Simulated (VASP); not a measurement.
# SiW12 in VASP: single point with PBE+D3(BJ)

Aim: the single point of SiW12 with PBE+D3(BJ).

Program: VASP 6.6.1. These are calculated values, not measurements. Logs are shortened: lines on timing, memory, paths and dates and some standing lists are left out, and cuts for length are marked.

### Step 1. The cell of the first run

The cell holds a slab with vacuum, 13 atoms: a = 5.664 Å, b = 5.664 Å, c = 21.150 Å, α = 90.00°, β = 90.00°, γ = 90.00°.

### Step 2. Single point, PBE+D3(BJ)

INCAR reads:

```
SYSTEM = SiW12
ALGO = Normal
DIPOL = 0.5 0.5 0.300
EDIFF = 1E-6
ENCUT = 520
GGA = PE
IDIPOL = 3
ISIF = 2
ISMEAR = 0
IVDW = 12
LASPH = .True.
LCHARG = .False.
LDIPOL = .True.
LREAL = .False.
LWAVE = .False.
NBANDS = 98
NELM = 100
PREC = Accurate
SIGMA = 0.1
```

KPOINTS reads:

```
k-points
0
Gamma
  5 5 1
  0 0 0
```

POSCAR reads:

```
SiW12
1.0
    5.6644156868      0.0000000000      0.0000000000
    0.0000000000      5.6644156868      0.0000000000
    0.0000000000      0.0000000000     21.1500668291
W Si
12 1
Direct
    0.2500000000      0.2500000000      0.1891246979
    0.2500000000      0.7500000000      0.1891246979
    0.7500000000      0.2500000000      0.1891246979
    0.7500000000      0.7500000000      0.1891246979
    0.0000000000      0.0000000000      0.2848852803
    0.0000000000      0.5000000000      0.2848852803
    0.5000000000      0.0000000000      0.2848852803
    0.5000000000      0.5000000000      0.2848852803
    0.2500000000      0.2500000000      0.3806166143
    0.2500000000      0.7500000000      0.3806166143
    0.7500000000      0.2500000000      0.3806166143
    0.7500000000      0.7500000000      0.3806166143
    0.2500000000      0.5000000000      0.4846351982
```

Potentials or basis: VASP PAW PBE potentials, release 64 (W_sv, Si).

Started as:

```
> cat potpaw_PBE.64/W_sv/POTCAR potpaw_PBE.64/Si/POTCAR > POTCAR
> mpirun -np 1 vasp_std > vasp.out
```

OUTCAR:

```text
SYSTEM = SiW12
   EDIFF = 1E-6
   ENCUT = 520
   GGA = PE
   ISIF = 2
   ISMEAR = 0
   IVDW = 12
   LASPH = .True.
   LREAL = .False.
   NELM = 100
   PREC = Accurate
 IVDW          = 12

 ion  position               nearest neighbor table
   1  0.250  0.250  0.189-   2 2.83   3 2.83   2 2.83   3 2.83   7 2.85   8 2.85   5 2.85   6 2.85

   2  0.250  0.750  0.189-   1 2.83   4 2.83   1 2.83   4 2.83   7 2.85   8 2.85   5 2.85   6 2.85

   3  0.750  0.250  0.189-   1 2.83   4 2.83   4 2.83   1 2.83   7 2.85   8 2.85   5 2.85   6 2.85
[... 4 lines left out ...]
                             1 2.85   2 2.85   3 2.85   4 2.85
   6  0.000  0.500  0.285-   5 2.83   8 2.83   5 2.83   8 2.83  11 2.85  12 2.85   9 2.85  10 2.85
                             1 2.85   2 2.85   3 2.85   4 2.85
   7  0.500  0.000  0.285-   5 2.83   8 2.83   8 2.83   5 2.83  11 2.85  12 2.85   9 2.85  10 2.85
                             1 2.85   2 2.85   3 2.85   4 2.85
   8  0.500  0.500  0.285-   6 2.83   7 2.83   7 2.83   6 2.83  11 2.85  12 2.85   9 2.85  10 2.85
                             1 2.85   2 2.85   3 2.85   4 2.85
   9  0.250  0.250  0.381-  13 2.62  11 2.83  10 2.83  10 2.83  11 2.83   6 2.85   7 2.85   8 2.85
                             5 2.85
  10  0.250  0.750  0.381-  13 2.62  12 2.83   9 2.83   9 2.83  12 2.83   6 2.85   7 2.85   8 2.85
                             5 2.85
  11  0.750  0.250  0.381-   9 2.83  12 2.83  12 2.83   9 2.83   5 2.85   6 2.85   7 2.85   8 2.85

  12  0.750  0.750  0.381-  10 2.83  11 2.83  11 2.83  10 2.83   5 2.85   6 2.85   7 2.85   8 2.85

  13  0.250  0.500  0.485-   9 2.62  10 2.62

  LATTYP: Found a simple tetragonal cell.
 ALAT       =     5.6644156868
 C/A-ratio  =     3.7338479375

  Lattice vectors:

 A1 = (   5.6644156868,   0.0000000000,   0.0000000000)
 A2 = (   0.0000000000,   5.6644156868,   0.0000000000)
 A3 = (   0.0000000000,   0.0000000000,  21.1500668291)

Analysis of symmetry for initial positions (statically):
=====================================================================
 Subroutine PRICEL returns:
 Original cell was already a primitive cell.

 Routine SETGRP: Setting up the symmetry group for a
 simple tetragonal supercell.

 Subroutine GETGRP returns: Found  4 space group operations
 (whereof  2 operations were pure point group operations)
 out of a pool of 16 trial point group operations.

The static configuration has the point symmetry C_1h.
 The point group associated with its full space group is C_2v.

Analysis of symmetry for dynamics (positions and initial velocities):
=====================================================================
 Subroutine PRICEL returns:
 Original cell was already a primitive cell.

 Routine SETGRP: Setting up the symmetry group for a
[... 138 lines left out ...]
   GGA     = PE    functional components
   LHFCALC =     F    Hartree Fock is set to
   AEXX    =    0.0000 exact exchange contribution
   IVDW    =    12    specifies the selected vdW correction
   LEPSILON=     F    determine dielectric tensor
   LRPA    =     F    only Hartree local field effects (RPA)
 non-spin polarized calculation
 Gauss-broadening in eV      SIGMA  =   0.10
  energy-cutoff  :      520.00
  volume of cell :      678.61
 maximum number of plane-waves:     18347
 NGX is ok and might be reduce to    42
   NGX = 21   NGY = 21   NGZ = 79

 dipolmoment           0.000000      0.000000     -0.035214 electrons x Angstroem

 number of electron     171.9999987 magnetization

 dipolmoment           0.000000      0.000000      0.063023 electrons x Angstroem

 Free energy of the ion-electron system (eV)
  ---------------------------------------------------
  ext. energy  EPLUGINS =         0.00000000
  ---------------------------------------------------
  free energy    TOTEN  =      -142.09852556 eV

  energy without entropy =     -141.98013117  energy(sigma->0) =     -142.03932836

 E-fermi :   0.0905     XC(G=0):  -5.3034

 val. band max:        0.0868246192   @ k =   0.0000   0.2000   0.0000
 cond. band min:       0.1002932174   @ k =   0.2000   0.0000   0.0000
 fundamental gap:      0.0134685983
 Fermi energy:         0.0904853664

 k-point     1 :       0.0000    0.0000    0.0000
  band No.  band energies     occupation
      1     -73.8471      2.00000
      2     -73.8040      2.00000
      3     -73.8006      2.00000
      4     -73.7518      2.00000
      5     -73.7506      2.00000
      6     -73.7238      2.00000
[... 898 lines left out ...]
     97       1.0318      0.00000
     98       1.2431      0.00000

------------------------ aborting loop because EDIFF is reached ----------------------------------------

 vacuum level on the upper side and lower side of the slab       (xc-potential included)         0.036        -0.304

 Edisp (eV)   -5.22749

 E8    (eV) :    -2.7695

  FORCE on cell =-STRESS in cart. coord.  units (eV):
  Direction    XX          YY          ZZ          XY          YZ          ZX
  --------------------------------------------------------------------------------------
  -------------------------------------------------------------------------------------
  Total     -36.33942   -33.89127    -1.64623     0.00000     0.00000     0.00000
  in kB     -85.79592   -80.01593    -3.88669     0.00000     0.00000     0.00000
  external pressure =      -56.57 kB  Pullay stress =        0.00 kB

 VOLUME and BASIS-vectors are now :
 -----------------------------------------------------------------------------
  energy-cutoff  :      520.00
  volume of cell :      678.61
      direct lattice vectors                 reciprocal lattice vectors
     5.664415687  0.000000000  0.000000000     0.176540716  0.000000000  0.000000000
     0.000000000  5.664415687  0.000000000     0.000000000  0.176540716  0.000000000
     0.000000000  0.000000000 21.150066829     0.000000000  0.000000000  0.047281174

 POSITION                                       TOTAL-FORCE (eV/Angst)
 -----------------------------------------------------------------------------------
      1.41610      1.41610      4.00000         0.000000     -0.133064      0.089947
      1.41610      4.24831      4.00000         0.000000      0.133064      0.089947
      4.24831      1.41610      4.00000         0.000000      0.065950     -0.092273
      4.24831      4.24831      4.00000         0.000000     -0.065950     -0.092273
      0.00000      0.00000      6.02534        -0.116572      0.000000     -0.293513
      0.00000      2.83221      6.02534        -0.276044      0.000000     -0.278438
      2.83221      0.00000      6.02534         0.116572      0.000000     -0.293513
      2.83221      2.83221      6.02534         0.276044      0.000000     -0.278438
      1.41610      1.41610      8.05007         0.000000      0.122916      1.086674
      1.41610      4.24831      8.05007         0.000000     -0.122916      1.086674
      4.24831      1.41610      8.05007         0.000000      0.214056      0.348002
      4.24831      4.24831      8.05007         0.000000     -0.214056      0.348002
      1.41610      2.83221     10.25007         0.000000      0.000000     -1.720799
 -----------------------------------------------------------------------------------
    total drift:                                0.000000      0.000000     -0.000215

  FREE ENERGIE OF THE ION-ELECTRON SYSTEM (eV)
  ---------------------------------------------------
  free  energy   TOTEN  =      -147.3260148627 eV

  energy  without entropy=     -147.2076204682  energy(sigma->0) =     -147.26681767

 vacuum level on the upper side and lower side of the slab         4.994         4.650
```

OSZICAR:

```text
N       E                     dE             d eps       ncg     rms          rms(c)
DAV:   1     0.206003207178E+04    0.20600E+04   -0.10543E+05  2252   0.162E+03
DAV:   2    -0.528732507312E+02   -0.21129E+04   -0.20860E+04  1998   0.496E+02
DAV:   3    -0.146350726469E+03   -0.93477E+02   -0.89236E+02  2148   0.101E+02
[... 27 lines left out ...]
DAV:  31    -0.142098516295E+03   -0.81309E-05   -0.18139E-06  1344   0.624E-03    0.206E-03
DAV:  32    -0.142098521405E+03   -0.51098E-05   -0.20989E-06  1408   0.555E-03    0.173E-03
DAV:  33    -0.142098522759E+03   -0.13544E-05   -0.31977E-07  1078   0.303E-03    0.112E-03
DAV:  34    -0.142098524075E+03   -0.13158E-05   -0.11052E-07  1042   0.120E-03    0.675E-04
DAV:  35    -0.142098525195E+03   -0.11200E-05   -0.93004E-08  1050   0.104E-03    0.486E-04
DAV:  36    -0.142098525561E+03   -0.36612E-06   -0.68100E-08   978   0.121E-03
   1 F= -.14732601E+03 E0= -.14726682E+03  d E =-.118394E+00
```

stdout:

```text
POSCAR found type information on POSCAR W Si
 POSCAR found :  2 types and      13 ions
 scaLAPACK will be used
 LDA part: xc-table for (Slater+PW92), standard interpolation
 POSCAR, INCAR and KPOINTS ok, starting setup
 FFT: planning ... GRIDC
 FFT: planning ... GRID_SOFT
 FFT: planning ... GRID
 WAVECAR not read
 entering main loop
```

It took 63 min on 1 thread of Intel Xeon 8259CL, shared host; peak memory 0.83 GiB.

What came out:

```yaml
Free_energy: -147.3260 eV
Largest_force: 1.721 eV/Å
Band_gap_on_the_k_mesh: zero (bands 86 and 87 overlap by 0.33 eV)
Dispersion_energy_per_atom: -0.402 eV
```

Forces on the atoms (eV/Å):
```
W    0.000 -0.133  0.090
W    0.000  0.133  0.090
W    0.000  0.066 -0.092
W    0.000 -0.066 -0.092
W   -0.117  0.000 -0.294
W   -0.276  0.000 -0.278
W    0.117  0.000 -0.294
W    0.276  0.000 -0.278
W    0.000  0.123  1.087
W    0.000 -0.123  1.087
W    0.000  0.214  0.348
W    0.000 -0.214  0.348
Si   0.000  0.000 -1.721
```

Levels at points of the mesh, in eV from the Fermi level:
| k point | band 83 | band 84 | band 85 | band 86 | band 87 | band 88 | band 89 | band 90 |
| --- | --- | --- | --- | --- | --- | --- | --- | --- |
| (0.00, 0.00, 0.00) | -0.15 | -0.14 | -0.10 | -0.02 | 0.06 | 0.54 | 0.62 | 1.05 |

Caveat: spin-orbit coupling is left out, which moves the levels of the heavy elements.
